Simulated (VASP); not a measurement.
Here is a VASP 6.6.1 calculation.

The input INCAR:

```
SYSTEM = Pt
ALGO = Normal
EDIFF = 1E-6
ENCUT = 520
GGA = PE
ISIF = 2
ISMEAR = -1
LASPH = .TRUE.
LCHARG = .FALSE.
LREAL = .FALSE.
LWAVE = .FALSE.
NBANDS = 11
NELM = 60
PREC = Accurate
SIGMA = 0.05
```

KPOINTS

```
k-points
0
G
  16 16 16
  0 0 0
```

File POSCAR:

```
Pt
1.0
    2.4119297642      0.0000000000      0.0000000000
    0.0000000000      2.4119297642      0.0000000000
    0.0000000000      0.0000000000      2.4119297642
Pt
1
Direct
    0.0000000000      0.0000000000      0.0000000000
```

Potentials or basis: VASP PAW PBE potentials, release 64 (Pt).

The run is started by

```console
$ cat potpaw_PBE.64/Pt/POTCAR > POTCAR
$ mpirun -np 1 vasp_std > vasp.out
```

(1) Predict the band gap on the k mesh.

(2) What does it give for the pressure?

Answers

(1) zero (bands 5 and 6 overlap by 4.80 eV).

(2) 91.0 GPa.

Caveat: the cell stands under pressure; spin-orbit coupling is left out, which moves the levels of the heavy elements.
